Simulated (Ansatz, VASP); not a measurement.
# Y in VASP and in Ansatz

```
Y
1.0
    -0.02485    2.47257    2.47257
     2.47257   -0.02485    2.47257
     2.47257    2.47257   -0.02485
Y
1
Direct
  0.00000 0.00000 0.00000
```

Change from the starting cell: equal xy, yz and zx shear strains of -1 %.

Alike in both runs: task single point; functional LDA; k mesh 13 × 13 × 13; occupations fermi-dirac, width 0.05 eV; no spin polarisation.

|  | VASP | Ansatz |
| --- | --- | --- |
| version | VASP 6.6.1 | Ansatz 0.2.0 |
| potentials or method | VASP PAW LDA potentials, release 64 (Y_sv), cutoff 520 eV | all-electron LAPW, scalar-relativistic |

|  | VASP | Ansatz | Ansatz less VASP |
| --- | --- | --- | --- |
| pressure (GPa) | -1.9 | -1.7 | +0.14 |
| traceless stress, the component that is largest in VASP (GPa) | 0.33 | 0.33 | +0.001 |

LDA's correlation is that of Perdew and Zunger in VASP and of Perdew and Wang (1992) in Ansatz. Ansatz ran all-electron here, and VASP with PAW potentials.
